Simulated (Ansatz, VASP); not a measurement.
# One calculation of TePb, two programs

File INCAR:

```
SYSTEM = TePb
PREC = Accurate
ENCUT = 520
EDIFF = 1E-6
ISMEAR = 0
SIGMA = 0.05
LREAL = .False.
LASPH = .True.
NELM = 60
ALGO = Normal
ISIF = 2
LWAVE = .False.
LCHARG = .False.
GGA = PE
NBANDS = 17
```

KPOINTS

```
Automatic mesh
0
Gamma
  8 8 8
  0 0 0
```

The input POSCAR:

```
TePb
1.0
   -0.1613500000      3.2270000000      3.2270000000
    3.0656500000      0.0000000000      3.0656500000
    3.2270000000      3.2270000000     -0.1613500000
Te Pb
1 1
Direct
    0.5000000000      0.5000000000      0.5000000000
    0.0000000000      0.0000000000      0.0000000000
```

Input for Ansatz:

```yaml
crystal:
  lattice:
    - [-0.16135, 3.227, 3.227]
    - [3.06565, 0.0, 3.06565]
    - [3.227, 3.227, -0.16135]
  atoms:
    - { symbol: Te, position: [0.5, 0.5, 0.5] }
    - { symbol: Pb, position: [0.0, 0.0, 0.0] }
basis:
  ecutwfc: 420
kpoints:
  mp_grid: { grid: [8, 8, 8] }
hamiltonian:
  xc: pbe
scf:
  occupations: { method: gaussian, width: 0.05 }
output:
  forces: true
  stress: true
  eigenvalues: true
```

Change from the starting cell: strain -0.1000 x Voigt [0, 0, 0, 0, 1, 0], atoms carried along.

Alike in both runs: task single point; functional PBE; k mesh 8 × 8 × 8; occupations gaussian, width 0.05 eV; no spin polarisation.

```csv
,VASP,Ansatz
version,VASP 6.6.1,Ansatz 0.2.0
potentials or method,"VASP PAW PBE potentials, release 64 (Te, Pb_d), cutoff 520 eV","scalar-relativistic, plane waves, PAW"
valence electrons in the cell,20,30
```

|  | VASP | Ansatz | Ansatz less VASP |
| --- | --- | --- | --- |
| gap on the k mesh at the Fermi level (eV) | 0.14 | 0.14 | -0.004 |
| least direct gap on the mesh (eV) | 0.56 | 0.56 | -0.004 |
| pressure (GPa) | 2.3 | 2.3 | +0.06 |
| traceless stress, the component that is largest in VASP (GPa) | 1.43 | 1.42 | -0.002 |

With one functional, cell and mesh, what is left measures potentials, basis and numerics. VASP's potentials hold 20 valence electrons a cell and Ansatz's 30, so a difference there can come from the potentials and not from the codes.

Spin-orbit coupling is off throughout.
